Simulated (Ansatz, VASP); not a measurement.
Two plane-wave programs on Li2Al3H9

Contents of INCAR:

```
PREC     = Accurate       # precision mode
ENCUT    = 600            # plane-wave cutoff, eV
EDIFF    = 1E-7           # SCF threshold, eV
ISMEAR   = 0              # smearing method
SIGMA    = 0.1            # smearing width, eV
LREAL    = False          # projectors in reciprocal space
LASPH    = True           # aspherical terms in the spheres
NELM     = 100            # most SCF steps
ALGO     = Normal         # electronic algorithm
ISIF     = 3              # what is computed and relaxed
LWAVE    = False          # write WAVECAR
LCHARG   = False          # write CHGCAR
GGA      = PE             # functional
IBRION   = 2              # ionic algorithm
NSW      = 100            # ionic steps
EDIFFG   = -0.01          # ionic threshold
```

Contents of KPOINTS:

```
regular mesh
0
Gamma
  10 10 4
```

File POSCAR:

```
Li2Al3H9
1.0
    3.6833416950      0.0000000000      0.0000000000
    0.0000000000      3.6833416950      0.0000000000
    0.0000000000      0.0000000000     11.0064108752
Li Al H
2 3 9
Direct
    0.5000000000      0.5000000000      0.7836501743
    0.5000000000      0.5000000000      0.2163498257
    0.0000000000      0.0000000000      0.6633892800
    0.0000000000      0.0000000000      0.0000000000
    0.0000000000      0.0000000000      0.3366107200
    0.5000000000      0.0000000000      0.6877613360
    0.5000000000      0.0000000000      0.0000000000
    0.5000000000      0.0000000000      0.3122386640
    0.0000000000      0.5000000000      0.6877613360
    0.0000000000      0.5000000000      0.0000000000
    0.0000000000      0.5000000000      0.3122386640
    0.0000000000      0.0000000000      0.8388561173
    0.0000000000      0.0000000000      0.1611438827
    0.0000000000      0.0000000000      0.5000000000
```

Input for Ansatz:

```yaml
crystal:
  lattice:
    - [3.683341695, 0.0, 0.0]
    - [0.0, 3.683341695, 0.0]
    - [0.0, 0.0, 11.0064108752]
  atoms:
    - { symbol: Li, position: [0.5, 0.5, 0.7836501743] }
    - { symbol: Li, position: [0.5, 0.5, 0.2163498257] }
    - { symbol: Al, position: [0.0, 0.0, 0.66338928] }
    - { symbol: Al, position: [0.0, 0.0, 0.0] }
    - { symbol: Al, position: [0.0, 0.0, 0.33661072] }
    - { symbol: H, position: [0.5, 0.0, 0.687761336] }
    - { symbol: H, position: [0.5, 0.0, 0.0] }
    - { symbol: H, position: [0.5, 0.0, 0.312238664] }
    - { symbol: H, position: [0.0, 0.5, 0.687761336] }
    - { symbol: H, position: [0.0, 0.5, 0.0] }
    - { symbol: H, position: [0.0, 0.5, 0.312238664] }
    - { symbol: H, position: [0.0, 0.0, 0.8388561173] }
    - { symbol: H, position: [0.0, 0.0, 0.1611438827] }
    - { symbol: H, position: [0.0, 0.0, 0.5] }
basis:
  ecutwfc: 420
kpoints:
  mp_grid: { grid: [10, 10, 4] }
hamiltonian:
  xc: pbe
scf:
  occupations: { method: gaussian, width: 0.1 }
output:
  forces: true
  stress: true
  eigenvalues: true
  write_density: true
  write_potential: true
  elf: true
  volumetric_format: npy
relax:
  adjacent_minimum: "off"
  f_tol: 0.01
  max_steps: 80
  cell: { stress_tol: 0.05 }
```

Change from the starting cell: ordered vacancies on the A sites of perovskite (P4/mmm, No. 123).

Alike in both runs: task relaxation of cell and atoms; functional PBE; k mesh 10 × 10 × 4; occupations gaussian, width 0.1 eV; no spin polarisation.

|  | VASP | Ansatz |
| --- | --- | --- |
| version | VASP 6.6.1 | Ansatz 0.2.0 |
| potentials or method | VASP PAW PBE potentials, release 64 (Li_sv, Al, H), cutoff 600 eV | scalar-relativistic, plane waves, PAW |
| valence electrons in the cell | 24 | 24 |

Ansatz gave:

| Item | Value |
| --- | --- |
| gap on the k mesh at the Fermi level, each at its own relaxed structure (eV) | none |
| relaxed volume (Å³/atom) | 10.57 |
| relaxed cell length with the largest relative difference (Å) | 3.665 |

Estimate VASP's values.

gap on the k mesh at the Fermi level, each at its own relaxed structure (eV): none; relaxed volume (Å³/atom): 10.55; relaxed cell length with the largest relative difference (Å): 3.662.

A gap of «none» marks a metal or a gap that the smearing closes.

Noted on VASP's run: the cutoff is short for stress, so the pressure is rough.
